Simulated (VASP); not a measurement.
Here is a VASP 6.6.1 calculation.

File INCAR:

```
  PREC = Accurate
  ENCUT = 520
  EDIFF = 1E-7
  ISMEAR = -1
  SIGMA = 0.05
  LREAL = False
  LASPH = True
  NELM = 150
  ALGO = Normal
  ISIF = 2
  LWAVE = False
  LCHARG = True
  ISPIN = 2
  MAGMOM = 4.5 0
  LORBIT = 11
  LMAXMIX = 4
  GGA = PE
  LELF = True
  LVHAR = True
  NBANDS = 18
```

The input KPOINTS:

```
regular mesh
0
Gamma
  11 11 11
```

POSCAR

```
FeO
1.0
    1.5188209023      0.8768916568      2.5195772846
   -1.5188209023      0.8768916568      2.5195772846
    0.0000000000     -1.7537833136      2.5195772846
Fe O
1 1
Direct
    0.0000000000      0.0000000000      0.0000000000
    0.5000000000      0.5000000000      0.5000000000
```

Potentials or basis: VASP PAW PBE potentials, release 64 (Fe, O).

Launch:

```console
$ cat potpaw_PBE.64/Fe/POTCAR potpaw_PBE.64/O/POTCAR > POTCAR
$ mpirun -np 1 vasp_std > vasp.out
```

Problem. Predict the net moment.

Solution. 4.00 μB per cell.

Problem. Predict the pressure.

Solution. -1.2 GPa.

Stress tensor (GPa, compression positive):
```
-0.90  0.00  0.00
 0.00 -0.90  0.00
 0.00  0.00 -1.90
```

Caveat: a cell with one magnetic atom can't hold antiferromagnetic order, which such compounds often take.
